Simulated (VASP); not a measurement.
Wanted: the native input for a VASP 6.6.1 run.

| Property | Result |
| --- | --- |
| Task | single point |
| Functional | LDA |
| Potentials or basis | VASP PAW LDA potentials, release 64 (Zn, Se) |
| Cutoff | 520 eV |
| k mesh | 10 × 10 × 10 |
| Occupations | gaussian, width 0.05 eV |
| Spin | no spin polarisation |
| Dipole correction | no |
| Further INCAR settings | ALGO = Normal; EDIFF = 1e-06; NBANDS = 16 |

The structure of ZnSe lies in POSCAR:

```
ZnSe
1.0
    0.0000000000      2.5964985149      3.3754480693
    2.5964985149      0.0000000000      3.3754480693
    2.5964985149      2.5964985149      0.0000000000
Zn Se
1 1
Direct
    0.0000000000      0.0000000000      0.0000000000
    0.7500000000      0.7500000000      0.7500000000
```

This cell differs from its parent crystal: ratio of the length along z to the lengths across it x 1.3, volume and fractional coordinates fixed.

These files were run (other wordings do the same):

INCAR

```
  PREC = Accurate
  ENCUT = 520
  EDIFF = 1E-6
  ISMEAR = 0
  SIGMA = 0.05
  LREAL = False
  LASPH = True
  NELM = 60
  ALGO = Normal
  ISIF = 2
  LWAVE = False
  LCHARG = False
  NBANDS = 16
```

KPOINTS

```
regular mesh
0
Gamma
  10 10 10
```

Potentials or basis: VASP PAW LDA potentials, release 64 (Zn, Se).

Command:

```bash
$ cat potpaw_LDA.64/Zn/POTCAR potpaw_LDA.64/Se/POTCAR > POTCAR
$ mpirun -np 1 vasp_std > vasp.out
```

Results of the run:

```json
{
  "Pressure": "-4.0 GPa",
  "Band gap on the k mesh": "0.13 eV (least direct gap 0.14 eV)"
}
```

Caveat: the stress differs along the axes, from -14 to 1 GPa; semilocal functionals underestimate gaps, and a narrow one can read as zero.

It took 110 s on 1 thread of AMD EPYC 7R13, on a shared host, peak memory 0.18 GiB.
